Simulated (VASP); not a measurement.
Wanted: the native input for a VASP 6.6.1 run.

| Quantity | Value |
| --- | --- |
| Task | relaxation of cell and atoms |
| Functional | PBE |
| Potentials or basis | VASP PAW PBE potentials, release 64 (Li_sv, H) |
| Cutoff | 600 eV |
| k mesh | 18 × 18 × 10 |
| Occupations | gaussian, width 0.1 eV |
| Spin | no spin polarisation |
| Dipole correction | no |
| Further INCAR settings | ALGO = Normal; EDIFF = 1e-06; IBRION = 2; EDIFFG = -0.01; NSW = 100; ISIF = 3 |

The structure of Li2H lies in POSCAR:

```
Li2H
1.0
    2.7938444363      0.0000000000      0.0000000000
   -1.3969222182      2.4195402561      0.0000000000
    0.0000000000      0.0000000000      5.2273541437
Li H
2 1
Direct
    0.0000000000      0.0000000000      0.7609126537
    0.0000000000      0.0000000000      0.2390873463
    0.3333333333      0.6666666667      0.0000000000
```

These files were run (other wordings do the same):

INCAR

```
SYSTEM = Li2H
PREC = Accurate
ENCUT = 600
EDIFF = 1E-6
ISMEAR = 0
SIGMA = 0.1
LREAL = .FALSE.
LASPH = .TRUE.
NELM = 100
ALGO = Normal
ISIF = 3
LWAVE = .FALSE.
LCHARG = .FALSE.
GGA = PE
IBRION = 2
NSW = 100
EDIFFG = -0.01
```

KPOINTS

```
regular mesh
0
G
  18 18 10
  0 0 0
```

Potentials or basis: VASP PAW PBE potentials, release 64 (Li_sv, H).

The run is started by

```console
$ cat potpaw_PBE.64/Li_sv/POTCAR potpaw_PBE.64/H/POTCAR > POTCAR
$ mpirun -np 1 vasp_std > vasp.out
```

It gave:

The relaxed volume is 11.71 Å³/atom, the relaxed cell is a = 2.793 Å, b = 2.793 Å, c = 5.199 Å, α = 90.00°, β = 90.00°, γ = 120.00° and the space group after relaxing (to 0.05 Å) is P-6m2 (No. 187). The energy gained by relaxing is 0.1 meV/atom. The ionic steps are 4 and the pressure after relaxing is 0.0 GPa. The largest force after relaxing is 0.007 eV/Å.

Caveat: the cutoff is under 1.25 times the usual one of these potentials, so pressure, stress and relaxed cells hold a basis-set (Pulay) error.

It took 82 s on 1 thread of Intel(R) Xeon(R) Platinum 8259CL CPU @ 2.50GHz (Skylake/Cascade Lake), on a shared host, peak memory 0.2 GiB.
